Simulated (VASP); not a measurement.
## MgB2: single point with PBEsol

The system is MgB2.

```
Mg B
1.0
     3.08500    0.00000    0.00000
    -1.54250    2.67169    0.00000
     0.00000    0.00000    3.52300
Mg B
1 2
Direct
  0.00000 0.00000 0.04000
  0.33333 0.66667 0.50000
  0.66667 0.33333 0.50000
```

```yaml
Program: VASP 6.6.1
Task: single point
Functional: PBEsol
Potentials_or_basis: VASP PAW PBE potentials, release 64 (Mg, B)
Cutoff: 600 eV
k_mesh: 7 × 7 × 6
Occupations: gaussian, width 0.1 eV
Spin: no spin polarisation
Dipole_correction: no
Further_INCAR_settings: ALGO = Normal; EDIFF = 1e-06; NBANDS = 11
```

```yaml
Pressure: -2.1 GPa
Largest_force: 0.950 eV/Å
Band_gap_on_the_k_mesh: zero (band 4 reaches 6.03 eV, above the bottom of band 5 at 3.95 eV)
```

Forces on the atoms (eV/Å):
```
Mg   0.000  0.000 -0.950
B    0.000  0.000  0.475
B    0.000  0.000  0.475
```

Stress tensor (GPa, compression positive):
```
-2.66  0.00  0.00
 0.00 -2.66  0.00
 0.00  0.00 -0.84
```

Levels at points of the mesh, in eV from the Fermi level:
| k point | band 1 | band 2 | band 3 | band 4 | band 5 | band 6 | band 7 | band 8 | band 9 |
| --- | --- | --- | --- | --- | --- | --- | --- | --- | --- |
| (0.00, 0.00, 0.00) | -12.26 | -2.76 | 0.49 | 0.49 | 1.78 | 6.38 | 6.38 | 8.24 | 10.12 |
| (0.00, 0.00, 0.50) | -11.00 | -7.24 | 0.86 | 0.86 | 6.71 | 6.71 | 8.08 | 10.06 | 10.08 |

Run time: 14 s on 1 thread of Intel Xeon 6975P-C, on a shared host, peak memory 0.16 GiB.

Caveat: the PAW data sets were made with another functional, which shifts forces and pressure a little.
